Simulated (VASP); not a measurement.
# CaCo2 in VASP: a series of runs

The runs below take CaCo2 through single point, with PBEsol.

Program: VASP 6.6.1. These are calculated values, not measurements. Logs are shortened: lines on timing, memory, paths and dates and some standing lists are left out, and cuts for length are marked.

### 1 The cell of the first run

Symmetry: P6/mmm, No. 191, hexagonal system. Conventional cell: a = 3.736 Å, b = 3.736 Å, c = 4.282 Å, α = 90.00°, β = 90.00°, γ = 120.00°. Within 4.0 Å of Ca (site symmetry 6/mmm) lie 12 Co at 3.04 Å and 6 Ca at 3.74 Å. Co (site symmetry -6m2) has 3 Co at 2.16 Å within 2.9 Å.

### 2 Single point, PBEsol, collinear spin, ferromagnetic start (17.26 Å³/atom)

Contents of INCAR:

```
SYSTEM = CaCo2
PREC = Accurate
ENCUT = 690
EDIFF = 1E-6
ISMEAR = 0
SIGMA = 0.05
LREAL = .FALSE.
LASPH = .TRUE.
NELM = 200
ALGO = Normal
ISIF = 2
LWAVE = .FALSE.
LCHARG = .FALSE.
ISPIN = 2
MAGMOM = 0 1.34 1.34
LORBIT = 11
LMAXMIX = 4
GGA = PS
NBANDS = 33
GGA_COMPAT = .FALSE.
```

Contents of KPOINTS:

```
Automatic mesh
0
G
  10 10 8
  0 0 0
```

Contents of POSCAR:

```
CaCo2
1.0
    3.7363483481      0.0000000000      0.0000000000
   -1.8681741741      3.2357725869      0.0000000000
    0.0000000000      0.0000000000      4.2817839901
Ca Co
1 2
Direct
    0.0000000000      0.0000000000      0.0000000000
    0.3333333333      0.6666666667      0.5000000000
    0.6666666667      0.3333333333      0.5000000000
```

Potentials or basis: VASP PAW PBE potentials, release 64 (Ca_sv, Co_sv).

Started as:

```console
$ cat potpaw_PBE.64/Ca_sv/POTCAR potpaw_PBE.64/Co_sv/POTCAR > POTCAR
$ mpirun -np 1 vasp_std > vasp.out
```

OUTCAR:

```text
SYSTEM = CaCo2
   PREC = Accurate
   ENCUT = 690
   EDIFF = 1E-6
   ISMEAR = 0
   LREAL = .FALSE.
   LASPH = .TRUE.
   NELM = 200
   ISIF = 2
   ISPIN = 2
   LORBIT = 11
   GGA = PS

 ion  position               nearest neighbor table
   1  0.000  0.000  0.000-
   2  0.333  0.667  0.500-   3 2.16   3 2.16   3 2.16
   3  0.667  0.333  0.500-   2 2.16   2 2.16   2 2.16

  LATTYP: Found a hexagonal cell.
 ALAT       =     3.7363483481
 C/A-ratio  =     1.1459809395

  Lattice vectors:

 A1 = (   3.7363483481,   0.0000000000,   0.0000000000)
 A2 = (  -1.8681741741,   3.2357725869,   0.0000000000)
 A3 = (   0.0000000000,   0.0000000000,   4.2817839901)

Analysis of symmetry for initial positions (statically):
=====================================================================
 Subroutine PRICEL returns:
 Original cell was already a primitive cell.

 Routine SETGRP: Setting up the symmetry group for a
 hexagonal supercell.

 Subroutine GETGRP returns: Found 24 space group operations
 (whereof 24 operations were pure point group operations)
 out of a pool of 24 trial point group operations.

The static configuration has the point symmetry D_6h.

Analysis of symmetry for dynamics (positions and initial velocities):
=====================================================================
 Subroutine PRICEL returns:
 Original cell was already a primitive cell.

 Routine SETGRP: Setting up the symmetry group for a
 hexagonal supercell.

 Subroutine GETGRP returns: Found 24 space group operations
 (whereof 24 operations were pure point group operations)
 out of a pool of 24 trial point group operations.

The dynamic configuration has the point symmetry D_6h.

Analysis of structural, dynamic, and magnetic symmetry:
=====================================================================
 Subroutine PRICEL returns:
 Original cell was already a primitive cell.

 Routine SETGRP: Setting up the symmetry group for a
 hexagonal supercell.

 Subroutine GETGRP returns: Found 24 space group operations
 (whereof 24 operations were pure point group operations)
 out of a pool of 24 trial point group operations.

The overall configuration has the point symmetry D_6h.

 Subroutine INISYM returns: Found 24 space group operations
 (whereof 24 operations are pure point group operations),
 and found     1 'primitive' translations

----------------------------------------------------------------------------------------

                                     Primitive cell

  volume of cell :      51.7667

  direct lattice vectors                    reciprocal lattice vectors
     3.736348348  0.000000000  0.000000000     0.267640998  0.154522602  0.000000000
    -1.868174174  3.235772587  0.000000000     0.000000000  0.309045204  0.000000000
     0.000000000  0.000000000  4.281783990     0.000000000  0.000000000  0.233547513

  length of vectors
     3.736348348  3.736348348  4.281783990     0.309045204  0.309045204  0.233547513

  position of ions in fractional coordinates (direct lattice)
     0.000000000  0.000000000  0.000000000
     0.333333333  0.666666667  0.500000000
     0.666666667  0.333333333  0.500000000

  ion indices of the primitive-cell ions
   primitive index   ion index
                 1           1
                 2           2
                 3           3

----------------------------------------------------------------------------------------

 KPOINTS: Automatic mesh

Automatic generation of k-mesh.
 Grid dimensions read from file:
 generate k-points for:   10   10    8

 Generating k-lattice:

  Cartesian coordinates                     Fractional coordinates (reciprocal lattice)
     0.026764100  0.015452260  0.000000000     0.100000000  0.000000000  0.000000000
     0.000000000  0.030904520  0.000000000     0.000000000  0.100000000  0.000000000
     0.000000000  0.000000000  0.029193439     0.000000000  0.000000000  0.125000000

  Length of vectors
     0.030904520  0.030904520  0.029193439

  Shift w.r.t. Gamma in fractional coordinates (k-lattice)
     0.000000000  0.000000000  0.000000000

 Subroutine IBZKPT returns following result:
 ===========================================

 Found     70 irreducible k-points:

 Following reciprocal coordinates:
            Coordinates               Weight
  0.000000  0.000000  0.000000      1.000000
  0.100000  0.000000  0.000000      6.000000
  0.200000  0.000000  0.000000      6.000000
  0.300000  0.000000  0.000000      6.000000
  0.400000  0.000000  0.000000      6.000000
  0.500000  0.000000  0.000000      3.000000
[... 16 lines left out ...]
  0.300000  0.100000  0.125000     24.000000
  0.400000  0.100000  0.125000     24.000000
 [... further k-points ...]
   k-points           NKPTS =     70   k-points in BZ     NKDIM =     70   number of bands    NBANDS=     33
   number of dos      NEDOS =    301   number of ions     NIONS =      3
   total plane-waves  NPLWV =  40960
   dimension x,y,z NGX =    32 NGY =   32 NGZ =   40
   dimension x,y,z NGXF=    64 NGYF=   64 NGZF=   80
   ions per type =               1   2
   NGX,Y,Z   is equivalent  to a cutoff of  14.24, 14.24, 15.53 a.u.
   NGXF,Y,Z  is equivalent  to a cutoff of  28.48, 28.48, 31.06 a.u.
 SYSTEM =  CaCo2
   PREC   = accura    normal or accurate (medium, high low for compatibility)
   ISTART =      0    job   : 0-new  1-cont  2-samecut
   ICHARG =      2    charge: 1-file 2-atom 10-const
   ISPIN  =      2    spin polarized calculation?
   LNONCOLLINEAR =      F non collinear calculations
   LSORBIT =      F    spin-orbit coupling
   LASPH  =      T    aspherical Exc in radial PAW
   ENCUT  =  690.0 eV  50.71 Ry    7.12 a.u.   8.00  8.00  9.17*2*pi/ulx,y,z
   NELM   =    200;   NELMIN=  2; NELMDL= -5     # of ELM steps
   EDIFF  = 0.1E-05   stopping-criterion for ELM
   LREAL  =      F    real-space projection
   EDIFFG = 0.1E-04   stopping-criterion for IOM
   NSW    =      0    number of steps for IOM
   IBRION =     -1    ionic relax: 0-MD 1-quasi-New 2-CG
   NFREE  =      0    steps in history (QN), initial steepest desc. (CG)
   ISIF   =      2    stress and relaxation
   ISYM   =      2    0-nonsym 1-usesym 2-fastsym
   POTIM  = 0.5000    time-step for ionic-motion
   TEBEG  =    0.0;   TEEND  =   0.0 temperature during run
   PSTRESS=    0.0 pullay stress
   NELECT =      44.0000    total number of electrons
   NUPDOWN=      -1.0000    fix difference up-down
   EMIN   =  10.00;   EMAX   =-10.00  energy-range for DOS
   EFERMI =   0.00;   METHOD = LEGACY
   ISMEAR =     0;   SIGMA  =   0.05  broadening in eV -4-tet -1-fermi 0-gaus
   EFERMI_NEDOS =   21; number of points for ismear=-14 and -15
   IALGO  =     38    algorithm
   IMIX   =      4    mixing-type and parameters
     AMIX     =   0.40;   BMIX     =  1.00
     AMIX_MAG =   1.60;   BMIX_MAG =  1.00
  volume/ion in A,a.u.               =      17.26       116.45
  Fermi-wavevector in a.u.,A,eV,Ry     =   1.550752  2.930496 32.719723  2.404832
  Thomas-Fermi vector in A             =   2.655370
   LORBIT       =     11    0 simple, 1 ext, 2 COOP (PROOUT), +10 PAW based schemes
   GGA     = PS    functional components
   LHFCALC =     F    Hartree Fock is set to
   AEXX    =    0.0000 exact exchange contribution
   IVDW    =     0    specifies the selected vdW correction
   LEPSILON=     F    determine dielectric tensor
   LRPA    =     F    only Hartree local field effects (RPA)
 spin polarized calculation
 Gauss-broadening in eV      SIGMA  =   0.05
  energy-cutoff  :      690.00
  volume of cell :       51.77
 maximum number of plane-waves:      2150
   NGX = 17   NGY = 17   NGZ = 19

 number of electron      44.0000010 magnetization       2.1405803

 Free energy of the ion-electron system (eV)
  ---------------------------------------------------
  ext. energy  EPLUGINS =         0.00000000
  ---------------------------------------------------
  free energy    TOTEN  =       -17.05890650 eV

  energy without entropy =      -17.05714803  energy(sigma->0) =      -17.05802726

 E-fermi :   6.0820     XC(G=0): -11.1753

 val. band max:        6.0690800720   @ k =   0.2000   0.1000   0.0000
 cond. band min:       6.0846180035   @ k =   0.5000   0.0000   0.5000
 fundamental gap:      0.0155379315
 Fermi energy:         6.0820261791

 spin component 1

 k-point     1 :       0.0000    0.0000    0.0000
  band No.  band energies     occupation
      1     -89.1252      1.00000
      2     -88.9703      1.00000
      3     -52.7412      1.00000
      4     -52.7412      1.00000
      5     -52.4094      1.00000
      6     -52.2971      1.00000
[... 25 lines left out ...]
     32      16.6766      0.00000
     33      16.6809      0.00000

 k-point     2 :       0.1000    0.0000    0.0000
  band No.  band energies     occupation
      1     -89.1218      1.00000
      2     -88.9737      1.00000
      3     -52.7451      1.00000
      4     -52.7332      1.00000
      5     -52.4071      1.00000
      6     -52.2996      1.00000
[... 25 lines left out ...]
     32      15.9041      0.00000
     33      16.8395      0.00000
[... 754 lines left out ...]
     32      15.7985      0.00000
     33      16.9895      0.00000

 k-point    24 :       0.4000    0.1000    0.1250
  band No.  band energies     occupation
      1     -89.0738      1.00000
      2     -89.0222      1.00000
      3     -52.7818      1.00000
      4     -52.6194      1.00000
      5     -52.4121      1.00000
      6     -52.3722      1.00000
[... 25 lines left out ...]
     32      14.8176      0.00000
     33      17.4615      0.00000

 [... further k-points ...]

 spin component 2

 k-point     1 :       0.0000    0.0000    0.0000
  band No.  band energies     occupation
      1     -87.6707      1.00000
      2     -87.5093      1.00000
      3     -51.3858      1.00000
      4     -51.3858      1.00000
      5     -50.9109      1.00000
      6     -50.9109      1.00000
[... 25 lines left out ...]
     32      16.8919      0.00000
     33      16.9010      0.00000

 k-point     2 :       0.1000    0.0000    0.0000
  band No.  band energies     occupation
      1     -87.6673      1.00000
      2     -87.5128      1.00000
      3     -51.3898      1.00000
      4     -51.3774      1.00000
      5     -50.9200      1.00000
      6     -50.9071      1.00000
[... 25 lines left out ...]
     32      15.9657      0.00000
     33      16.8704      0.00000
[... 754 lines left out ...]
     32      15.7853      0.00000
     33      17.0654      0.00000

 k-point    24 :       0.4000    0.1000    0.1250
  band No.  band energies     occupation
      1     -87.6172      1.00000
      2     -87.5634      1.00000
      3     -51.4285      1.00000
      4     -51.2585      1.00000
      5     -51.0412      1.00000
      6     -50.8680      1.00000
[... 25 lines left out ...]
     32      14.8141      0.00000
     33      17.5027      0.00000

 [... further k-points ...]
[... 5 lines left out ...]
  --------------------------------------------------------------------------------------
  -------------------------------------------------------------------------------------
  Total        0.4672693      0.4672693      0.4839177     -0.0000000      0.0000000      0.0000000
  in kB       14.4619793     14.4619793     14.9772453     -0.0000000      0.0000000      0.0000000
  external PRESSURE =      14.6337347 kB  Pullay stress =       0.0000000 kB

 VOLUME and BASIS-vectors are now :
 -----------------------------------------------------------------------------
  energy-cutoff  :      690.00
  volume of cell :       51.77
      direct lattice vectors                 reciprocal lattice vectors
     3.736348348  0.000000000  0.000000000     0.267640998  0.154522602  0.000000000
    -1.868174174  3.235772587  0.000000000     0.000000000  0.309045204  0.000000000
     0.000000000  0.000000000  4.281783990     0.000000000  0.000000000  0.233547513

 POSITION                                       TOTAL-FORCE (eV/Angst)
 -----------------------------------------------------------------------------------
      0.00000      0.00000      0.00000         0.000000      0.000000     -0.000000
     -0.00000      2.15718      2.14089        -0.000000      0.000000      0.000000
      1.86817      1.07859      2.14089         0.000000     -0.000000     -0.000000
 -----------------------------------------------------------------------------------
    total drift:                                0.000000      0.000000     -0.000000

  FREE ENERGIE OF THE ION-ELECTRON SYSTEM (eV)
  ---------------------------------------------------
  free  energy   TOTEN  =       -17.0589065010 eV

  energy  without entropy=      -17.0571480264  energy(sigma->0) =      -17.05802726

 total charge

# of ion       s       p       d       tot
------------------------------------------
    1        2.065   5.854   0.273   8.193
    2        2.306   6.087   6.763  15.156
    3        2.306   6.087   6.763  15.156
--------------------------------------------------
tot          6.677  18.029  13.799  38.505

 magnetization (x)

# of ion       s       p       d       tot
------------------------------------------
    1       -0.008  -0.013  -0.050  -0.070
    2        0.002  -0.006   1.215   1.211
    3        0.002  -0.006   1.215   1.211
--------------------------------------------------
tot         -0.004  -0.025   2.381   2.352
```

It took 4.7 min on 1 thread of Intel Xeon Platinum 8259CL at 2.50GHz (Skylake/Cascade Lake), shared host; peak memory 0.42 GiB.

What came out:

| Quantity | Value |
| --- | --- |
| Free energy | -17.0589 eV |
| Pressure | 1.5 GPa |
| Net moment | 2.14 μB per cell |
| Site moments | Ca -0.07; Co +1.21 μB |
| Valence electrons inside the program's atomic spheres | Ca 8.19; Co 15.16 |

Levels at points of the mesh, in eV from the Fermi level:
Spin up:
| k point | band 19 | band 20 | band 21 | band 22 | band 23 | band 24 | band 25 | band 26 | band 27 | band 28 |
| --- | --- | --- | --- | --- | --- | --- | --- | --- | --- | --- |
| (0.00, 0.00, 0.00) | -2.16 | -2.16 | -1.01 | -1.01 | -0.78 | 2.25 | 2.77 | 3.62 | 3.62 | 5.66 |
| (0.50, 0.00, 0.00) | -2.14 | -1.70 | -1.57 | -0.59 | -0.29 | 0.72 | 2.59 | 3.34 | 4.25 | 5.55 |
| (0.00, 0.00, 0.50) | -2.22 | -2.22 | -2.02 | -0.91 | -0.91 | -0.63 | 4.54 | 4.54 | 4.73 | 5.27 |
| (0.50, 0.00, 0.50) | -1.72 | -1.28 | -0.62 | -0.56 | -0.28 | 0.62 | 1.49 | 1.83 | 2.58 | 5.74 |
Spin down:
```
           k point  band 19  band 20  band 21  band 22  band 23  band 24
(0.00, 0.00, 0.00)    -1.19    -1.19     0.27     0.35     0.35     2.17
(0.50, 0.00, 0.00)    -1.34    -0.74    -0.66     0.90     0.90     1.82
(0.00, 0.00, 0.50)    -1.21    -1.21    -1.18     0.47     0.53     0.53
(0.50, 0.00, 0.50)    -0.81    -0.76     0.00     0.86     0.92     1.56
```

Caveat: the PAW data sets were made with another functional, which shifts forces and pressure a little.

[end of part 1 of 2]
